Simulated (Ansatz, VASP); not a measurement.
# One calculation of Si, two programs

```xyz
4
Lattice="4.3363 0.0000 0.0000 0.0000 4.3363 0.0000 0.0000 0.0000 4.3363" Properties=species:S:1:pos:R:3 pbc="T T T"
Si    3.4660    3.4660    3.4660
Si    3.0384    0.8703    1.2979
Si    0.8703    1.2979    3.0384
Si    1.2979    3.0384    0.8703
```

Alike in both runs: task relaxation of cell and atoms; functional PBE; k mesh 4 × 4 × 4; occupations gaussian, width 0.1 eV; no spin polarisation.

|  | VASP | Ansatz |
| --- | --- | --- |
| version | VASP 6.6.1 | Ansatz 0.2.0 |
| potentials or method | VASP PAW PBE potentials, release 64 (Si), cutoff 600 eV | scalar-relativistic, plane waves, PAW |
| valence electrons in the cell | 16 | 16 |

VASP gave:

* gap on the k mesh at the Fermi level, each at its own relaxed structure (eV): none
* relaxed volume (Å³/atom): 17.61
* relaxed cell length with the largest relative difference (Å): 4.130

Q: Which values does Ansatz return?

A: gap on the k mesh at the Fermi level, each at its own relaxed structure (eV): none; relaxed volume (Å³/atom): 17.70; relaxed cell length with the largest relative difference (Å): 4.137.

A gap of «none» marks a metal or a gap that the smearing closes.

The k mesh is coarse, so the values compare programs but aren't converged.
